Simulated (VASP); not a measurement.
# AlSn (P-6m2) in VASP: a series of runs

AlSn is run at these levels: PBEsol+D4, PBEsol; tasks: single point.

Program: VASP 6.6.1. These are calculated values, not measurements. Logs are shortened: lines on timing, memory, paths and dates and some standing lists are left out, and cuts for length are marked.

### Step 1. The cell of the first run

It takes space group P-6m2 (No. 187, hexagonal). Conventional cell: a = 3.897 Å, b = 3.897 Å, c = 3.070 Å, α = 90.00°, β = 90.00°, γ = 120.00°. Within 3.6 Å of Al (site symmetry -6m2) lie 6 Sn at 2.72 Å and 2 Al at 3.07 Å. Within 3.6 Å of Sn (site symmetry -6m2) lie 6 Al at 2.72 Å and 2 Sn at 3.07 Å.

### Step 2. Single point, PBEsol+D4

The input, INCAR:

```
PREC = Accurate
ENCUT = 520
EDIFF = 1E-6
ISMEAR = -1
SIGMA = 0.05
LREAL = F
LASPH = T
NELM = 100
ALGO = Normal
ISIF = 2
LWAVE = F
LCHARG = T
GGA = PS
IVDW = 13
LELF = T
LVHAR = T
NBANDS = 16
```

The input, KPOINTS:

```
regular mesh
0
Gamma
  10 10 11
```

The input, POSCAR:

```
AlSn
1.0
    3.8971760296      0.0000000000      0.0000000000
   -1.9485880148      3.3750534446      0.0000000000
    0.0000000000      0.0000000000      3.0698048219
Al Sn
1 1
Direct
    0.0000000000      0.0000000000      0.0000000000
    0.3333333333      0.6666666667      0.5000000000
```

Potentials or basis: VASP PAW PBE potentials, release 64 (Al, Sn_d).

On the command line:

```sh
cat potpaw_PBE.64/Al/POTCAR potpaw_PBE.64/Sn_d/POTCAR > POTCAR
mpirun -np 1 vasp_std > vasp.out
```

OUTCAR:

```text
PREC = Accurate
   ENCUT = 520
   EDIFF = 1E-6
   ISMEAR = -1
   LREAL = F
   LASPH = T
   NELM = 100
   ISIF = 2
   GGA = PS
   IVDW = 13

 ion  position               nearest neighbor table
   1  0.000  0.000  0.000-   2 2.72   2 2.72   2 2.72   2 2.72   2 2.72   2 2.72
   2  0.333  0.667  0.500-   1 2.72   1 2.72   1 2.72   1 2.72   1 2.72   1 2.72

  LATTYP: Found a hexagonal cell.
 ALAT       =     3.8971760296
 C/A-ratio  =     0.7876998110

  Lattice vectors:

 A1 = (   3.8971760296,   0.0000000000,   0.0000000000)
 A2 = (  -1.9485880148,   3.3750534446,   0.0000000000)
 A3 = (   0.0000000000,   0.0000000000,   3.0698048219)

Analysis of symmetry for initial positions (statically):
=====================================================================
 Subroutine PRICEL returns:
 Original cell was already a primitive cell.

 Routine SETGRP: Setting up the symmetry group for a
 hexagonal supercell.

 Subroutine GETGRP returns: Found 12 space group operations
 (whereof 12 operations were pure point group operations)
 out of a pool of 24 trial point group operations.

The static configuration has the point symmetry D_3h.

Analysis of symmetry for dynamics (positions and initial velocities):
=====================================================================
 Subroutine PRICEL returns:
 Original cell was already a primitive cell.

 Routine SETGRP: Setting up the symmetry group for a
 hexagonal supercell.

 Subroutine GETGRP returns: Found 12 space group operations
 (whereof 12 operations were pure point group operations)
 out of a pool of 24 trial point group operations.

The dynamic configuration has the point symmetry D_3h.

 Subroutine INISYM returns: Found 12 space group operations
 (whereof 12 operations are pure point group operations),
 and found     1 'primitive' translations

----------------------------------------------------------------------------------------

                                     Primitive cell

  volume of cell :      40.3777

  direct lattice vectors                    reciprocal lattice vectors
     3.897176030  0.000000000  0.000000000     0.256596056  0.148145802  0.000000000
    -1.948588015  3.375053445  0.000000000     0.000000000  0.296291604  0.000000000
     0.000000000  0.000000000  3.069804822     0.000000000  0.000000000  0.325753609

  length of vectors
     3.897176030  3.897176030  3.069804822     0.296291604  0.296291604  0.325753609

  position of ions in fractional coordinates (direct lattice)
     0.000000000  0.000000000  0.000000000
     0.333333333  0.666666667  0.500000000

  ion indices of the primitive-cell ions
   primitive index   ion index
                 1           1
                 2           2

----------------------------------------------------------------------------------------

 KPOINTS: regular mesh

Automatic generation of k-mesh.
 Grid dimensions read from file:
 generate k-points for:   10   10   11

 Generating k-lattice:

  Cartesian coordinates                     Fractional coordinates (reciprocal lattice)
     0.025659606  0.014814580  0.000000000     0.100000000  0.000000000  0.000000000
     0.000000000  0.029629160  0.000000000     0.000000000  0.100000000  0.000000000
     0.000000000  0.000000000  0.029613964     0.000000000  0.000000000  0.090909091

  Length of vectors
     0.029629160  0.029629160  0.029613964

  Shift w.r.t. Gamma in fractional coordinates (k-lattice)
     0.000000000  0.000000000  0.000000000

 Subroutine IBZKPT returns following result:
 ===========================================

 Found     84 irreducible k-points:

 Following reciprocal coordinates:
            Coordinates               Weight
  0.000000  0.000000  0.000000      1.000000
  0.100000  0.000000  0.000000      6.000000
  0.200000  0.000000  0.000000      6.000000
  0.300000  0.000000  0.000000      6.000000
  0.400000 -0.000000  0.000000      6.000000
  0.500000 -0.000000  0.000000      3.000000
[... 16 lines left out ...]
  0.300000  0.100000  0.090909     24.000000
  0.400000  0.100000  0.090909     24.000000
 [... further k-points ...]
   k-points           NKPTS =     84   k-points in BZ     NKDIM =     84   number of bands    NBANDS=     16
   number of dos      NEDOS =    301   number of ions     NIONS =      2
   total plane-waves  NPLWV =  21600
   dimension x,y,z NGX =    30 NGY =   30 NGZ =   24
   dimension x,y,z NGXF=    60 NGYF=   60 NGZF=   48
   ions per type =               1   1
   NGX,Y,Z   is equivalent  to a cutoff of  12.80, 12.80, 13.00 a.u.
   NGXF,Y,Z  is equivalent  to a cutoff of  25.59, 25.59, 25.99 a.u.
 SYSTEM =  unknown system
   PREC   = accura    normal or accurate (medium, high low for compatibility)
   ISTART =      0    job   : 0-new  1-cont  2-samecut
   ICHARG =      2    charge: 1-file 2-atom 10-const
   ISPIN  =      1    spin polarized calculation?
   LNONCOLLINEAR =      F non collinear calculations
   LSORBIT =      F    spin-orbit coupling
   LASPH  =      T    aspherical Exc in radial PAW
   ENCUT  =  520.0 eV  38.22 Ry    6.18 a.u.   7.25  7.25  5.71*2*pi/ulx,y,z
   NELM   =    100;   NELMIN=  2; NELMDL= -5     # of ELM steps
   EDIFF  = 0.1E-05   stopping-criterion for ELM
   LREAL  =      F    real-space projection
   EDIFFG = 0.1E-04   stopping-criterion for IOM
   NSW    =      0    number of steps for IOM
   IBRION =     -1    ionic relax: 0-MD 1-quasi-New 2-CG
   NFREE  =      0    steps in history (QN), initial steepest desc. (CG)
   ISIF   =      2    stress and relaxation
   ISYM   =      2    0-nonsym 1-usesym 2-fastsym
   POTIM  = 0.5000    time-step for ionic-motion
   TEBEG  =    0.0;   TEEND  =   0.0 temperature during run
   PSTRESS=    0.0 pullay stress
   NELECT =      17.0000    total number of electrons
   NUPDOWN=      -1.0000    fix difference up-down
   EMIN   =  10.00;   EMAX   =-10.00  energy-range for DOS
   EFERMI =   0.00;   METHOD = LEGACY
   ISMEAR =    -1;   SIGMA  =   0.05  broadening in eV -4-tet -1-fermi 0-gaus
   EFERMI_NEDOS =   21; number of points for ismear=-14 and -15
   IALGO  =     38    algorithm
   IMIX   =      4    mixing-type and parameters
     AMIX     =   0.40;   BMIX     =  1.00
     AMIX_MAG =   1.60;   BMIX_MAG =  1.00
  volume/ion in A,a.u.               =      20.19       136.24
  Fermi-wavevector in a.u.,A,eV,Ry     =   1.226998  2.318691 20.483912  1.505525
  Thomas-Fermi vector in A             =   2.361978
   LORBIT       =      0    0 simple, 1 ext, 2 COOP (PROOUT), +10 PAW based schemes
   GGA     = PS    functional components
   LHFCALC =     F    Hartree Fock is set to
   AEXX    =    0.0000 exact exchange contribution
   IVDW    =    13    specifies the selected vdW correction
   LEPSILON=     F    determine dielectric tensor
   LRPA    =     F    only Hartree local field effects (RPA)
 non-spin polarized calculation
  energy-cutoff  :      520.00
  volume of cell :       40.38
 maximum number of plane-waves:      1109
 NGX is ok and might be reduce to    30
   NGX = 15   NGY = 15   NGZ = 11

 number of electron      17.0000003 magnetization

 Free energy of the ion-electron system (eV)
  ---------------------------------------------------
  ext. energy  EPLUGINS =         0.00000000
  ---------------------------------------------------
  free energy    TOTEN  =        -7.64280618 eV

  energy without entropy =       -7.63468045  energy(sigma->0) =       -7.63874331

 E-fermi :   8.8140     XC(G=0): -10.6366

 val. band max:        8.8099487466   @ k =   0.3000   0.0000   0.4545
 cond. band min:       8.8468404536   @ k =   0.2000   0.0000   0.2727
 fundamental gap:      0.0368917070
 Fermi energy:         8.8140445072

 k-point     1 :       0.0000    0.0000    0.0000
  band No.  band energies     occupation
      1     -12.7101      2.00000
      2     -12.4827      2.00000
      3     -12.4827      2.00000
      4     -12.4421      2.00000
      5     -12.4421      2.00000
      6      -3.2220      2.00000
[... 8 lines left out ...]
     15      22.8496      0.00000
     16      22.8496      0.00000

 k-point     2 :       0.1000    0.0000    0.0000
  band No.  band energies     occupation
      1     -12.7083      2.00000
      2     -12.4835      2.00000
      3     -12.4782      2.00000
      4     -12.4435      2.00000
      5     -12.4424      2.00000
      6      -3.0950      2.00000
[... 8 lines left out ...]
     15      21.5476      0.00000
     16      22.7713      0.00000

 k-point     3 :       0.2000    0.0000    0.0000
  band No.  band energies     occupation
      1     -12.7037      2.00000
      2     -12.4856      2.00000
      3     -12.4663      2.00000
      4     -12.4472      2.00000
      5     -12.4435      2.00000
      6      -2.7182      2.00000
[... 8 lines left out ...]
     15      19.9592      0.00000
     16      22.2471      0.00000

 k-point     4 :       0.3000    0.0000    0.0000
  band No.  band energies     occupation
      1     -12.6983      2.00000
      2     -12.4881      2.00000
      3     -12.4519      2.00000
      4     -12.4516      2.00000
      5     -12.4448      2.00000
      6      -2.1105      2.00000
[... 8 lines left out ...]
     15      20.0407      0.00000
     16      21.5283      0.00000
[... 324 lines left out ...]
 k-point    22 :       0.2000    0.1000    0.0909
  band No.  band energies     occupation
      1     -12.6718      2.00000
      2     -12.4844      2.00000
      3     -12.4618      2.00000
      4     -12.4580      2.00000
      5     -12.4549      2.00000
      6      -2.2133      2.00000
[... 8 lines left out ...]
     15      19.7984      0.00000
     16      19.9558      0.00000

 k-point    23 :       0.3000    0.1000    0.0909
  band No.  band energies     occupation
      1     -12.6668      2.00000
      2     -12.4854      2.00000
      3     -12.4661      2.00000
      4     -12.4577      2.00000
      5     -12.4448      2.00000
      6      -1.5165      2.00000
[... 8 lines left out ...]
     15      19.7211      0.00000
     16      21.4527      0.00000

 k-point    24 :       0.4000    0.1000    0.0909
  band No.  band energies     occupation
      1     -12.6638      2.00000
      2     -12.4860      2.00000
      3     -12.4687      2.00000
      4     -12.4586      2.00000
      5     -12.4375      2.00000
      6      -0.7992      2.00000
[... 8 lines left out ...]
     15      20.0964      0.00000
     16      20.5981      0.00000

 [... further k-points ...]

------------------------ aborting loop because EDIFF is reached ----------------------------------------

  DFT-D4 for vdW energy calculation

  Edisp (eV):   -0.47876

  FORCE on cell =-STRESS in cart. coord.  units (eV):
  Direction    XX          YY          ZZ          XY          YZ          ZX
  --------------------------------------------------------------------------------------
  -------------------------------------------------------------------------------------
  Total       3.30370     3.30370     3.75906     0.00000     0.00000    -0.00000
  in kB     131.08991   131.08991   149.15883     0.00000     0.00000    -0.00000
  external pressure =      137.11 kB  Pullay stress =        0.00 kB

 VOLUME and BASIS-vectors are now :
 -----------------------------------------------------------------------------
  energy-cutoff  :      520.00
  volume of cell :       40.38
      direct lattice vectors                 reciprocal lattice vectors
     3.897176030  0.000000000  0.000000000     0.256596056  0.148145802  0.000000000
    -1.948588015  3.375053445  0.000000000     0.000000000  0.296291604  0.000000000
     0.000000000  0.000000000  3.069804822     0.000000000  0.000000000  0.325753609

 POSITION                                       TOTAL-FORCE (eV/Angst)
 -----------------------------------------------------------------------------------
      0.00000      0.00000      0.00000        -0.000000      0.000000      0.000000
     -0.00000      2.25004      1.53490         0.000000      0.000000      0.000000
 -----------------------------------------------------------------------------------
    total drift:                                0.000000     -0.000000     -0.000000

  FREE ENERGIE OF THE ION-ELECTRON SYSTEM (eV)
  ---------------------------------------------------
  free  energy   TOTEN  =        -8.1215694543 eV

  energy  without entropy=       -8.1134437192  energy(sigma->0) =       -8.11750659
```

Run time: 63 s. Hardware: 1 thread of AMD EPYC 7R13, shared host; peak memory 0.16 GiB.

What came out:

| Item | Value |
| --- | --- |
| Free energy | -8.1216 eV |
| Pressure | 13.7 GPa |
| Band gap on the k mesh | zero (an odd number of electrons rules out a gap without spin polarisation) |
| Dispersion energy per atom | -0.239 eV |

Stress tensor (GPa, compression positive):
```
13.11  0.00  0.00
 0.00 13.11  0.00
 0.00  0.00 14.92
```

Levels at points of the mesh, in eV from the Fermi level:
```
           k point  band 6  band 7  band 8  band 9  band 10  band 11
(0.00, 0.00, 0.00)  -12.04   -0.29   -0.29    1.97     3.11     3.30
(0.50, 0.00, 0.00)   -9.68   -7.41   -2.32    0.60     5.37     7.71
```

Caveat: the cell stands under pressure; the PAW data sets were made with another functional, which shifts forces and pressure a little; spin-orbit coupling is left out, which moves the levels of the heavy elements.

### Step 3. Single point, PBEsol

This run uses another cell than the first one, of 25.24 Å³/atom.

The input, INCAR:

```
ALGO     = Normal         # electronic algorithm
EDIFF    = 1E-7           # SCF threshold, eV
ENCUT    = 520            # plane-wave cutoff, eV
GGA      = PS             # functional
ISIF     = 2              # what is computed and relaxed
ISMEAR   = -1             # smearing method
LASPH    = T              # aspherical terms in the spheres
LCHARG   = T              # write CHGCAR
LELF     = T              # ELF
LREAL    = F              # projectors in reciprocal space
LVHAR    = T            
LWAVE    = F              # write WAVECAR
NBANDS   = 16             # bands
NELM     = 80             # most SCF steps
PREC     = Accurate       # precision mode
SIGMA    = 0.05           # smearing width, eV
```

The input, KPOINTS:

```
k-points
0
Gamma
  10 10 11
```

The input, POSCAR:

```
AlSn
1.0
    4.1981056157      0.0000000000      0.0000000000
   -2.0990528078      3.6356661109      0.0000000000
    0.0000000000      0.0000000000      3.3068470000
Al Sn
1 1
Direct
    0.0000000000      0.0000000000      0.0000000000
    0.3333333333      0.6666666667      0.5000000000
```

Potentials or basis: VASP PAW PBE potentials, release 64 (Al, Sn_d).

On the command line:

```sh
cat potpaw_PBE.64/Al/POTCAR potpaw_PBE.64/Sn_d/POTCAR > POTCAR
mpirun -np 1 vasp_std > vasp.out
```

Wall time 88 s (1 thread of AMD EPYC 7R13, shared host); peak memory 0.19 GiB.

It converged, with:

```yaml
Free_energy: -7.9669 eV
Pressure: -2.0 GPa
Band_gap_on_the_k_mesh: zero (an odd number of electrons rules out a gap without spin polarisation)
```

Stress tensor (GPa, compression positive):
```
-1.96  0.00  0.00
 0.00 -1.96  0.00
 0.00  0.00 -2.21
```

Levels at points of the mesh, in eV from the Fermi level:
| k point | band 6 | band 7 | band 8 | band 9 | band 10 | band 11 |
| --- | --- | --- | --- | --- | --- | --- |
| (0.00, 0.00, 0.00) | -10.44 | -0.19 | -0.19 | 0.71 | 2.62 | 3.16 |
| (0.50, 0.00, 0.00) | -8.62 | -6.29 | -1.80 | 0.59 | 4.44 | 6.53 |

Caveat: the PAW data sets were made with another functional, which shifts forces and pressure a little; spin-orbit coupling is left out, which moves the levels of the heavy elements.

The gap in the log of VASP goes by the Fermi energy; the results here count the filled bands.